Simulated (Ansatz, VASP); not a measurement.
# AsHS: VASP beside Ansatz

```xyz
6
Lattice="3.4949 0.0000 0.0000 0.0000 3.4949 0.0000 0.0000 0.0000 7.3488" Properties=species:S:1:pos:R:3 pbc="T T T"
As    0.0000    0.0000    0.0000
As    1.7474    1.7474    0.0000
S     1.7474    0.0000    5.0215
S     0.0000    1.7474    2.3273
H     1.7474    0.0000    3.6494
H     0.0000    1.7474    3.6993
```

Alike in both runs: functional r2SCAN; k mesh 9 × 9 × 4; occupations fermi-dirac, width 0.0558 eV; no spin polarisation.

Ansatz relaxed the structure, and its values are those at the end. VASP's run is a single point on that final structure, the one shown.

|  | VASP | Ansatz |
| --- | --- | --- |
| version | VASP 6.6.1 | Ansatz 0.2.0 |
| potentials or method | VASP PAW PBE potentials, release 64 (As, S, H), cutoff 520 eV | PAW plane waves |
| valence electrons in the cell | 24 | 44 |

Ansatz gave:

* pressure (GPa): 10.5
* rms of the force components (eV/Å): 0.000

Task: Which values does VASP return?

Result: Pressure (GPa): 10.4; rms of the force components (eV/Å): 0.017.

VASP's potentials were made for PBE, not for r2SCAN. VASP's potentials hold 24 valence electrons a cell and Ansatz's 44, so a difference there can come from the potentials and not from the codes. Ansatz's warnings: stress scf threshold loose.
